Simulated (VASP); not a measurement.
## TePb: single point with PBEsol

TePb:

```
Pb Te
1.0
     0.00000    3.22150    3.22150
     3.22150    0.00000    3.22150
     3.22150    3.22150    0.00000
Pb Te
1 1
Direct
  0.50000 0.50000 0.50000
  0.00000 0.00000 0.00000
```

```yaml
Program: VASP 6.6.1
Task: single point
Functional: PBEsol
Potentials_or_basis: VASP PAW PBE potentials, release 64 (Pb_d, Te)
Cutoff: 520 eV
k_mesh: 8 × 8 × 8
Occupations: gaussian, width 0.05 eV
Spin: no spin polarisation
```

```yaml
Pressure: 0.0 GPa
Band_gap_on_the_k_mesh: 0.65 eV, direct
```

Levels at points of the mesh, in eV from the valence-band top:
| k point | band 8 | band 9 | band 10 | band 11 | band 12 | band 13 |
| --- | --- | --- | --- | --- | --- | --- |
| (0.00, 0.00, 0.00) | -1.37 | -1.37 | -1.37 | 4.07 | 4.07 | 4.07 |
| (0.50, 0.00, 0.00) | -0.90 | -0.90 | 0.00 | 0.65 | 1.22 | 1.22 |
| (0.50, 0.50, 0.00) | -4.59 | -2.86 | -2.86 | 3.17 | 5.49 | 5.49 |

Run time: 20 s on 1 thread of AMD EPYC 9R45 (Zen 5), with other jobs on the host, peak memory 0.18 GiB.

Caveat: the PAW data sets were made with another functional, which shifts forces and pressure a little; spin-orbit coupling is left out, which moves the levels of the heavy elements. A k mesh can miss the band edges.
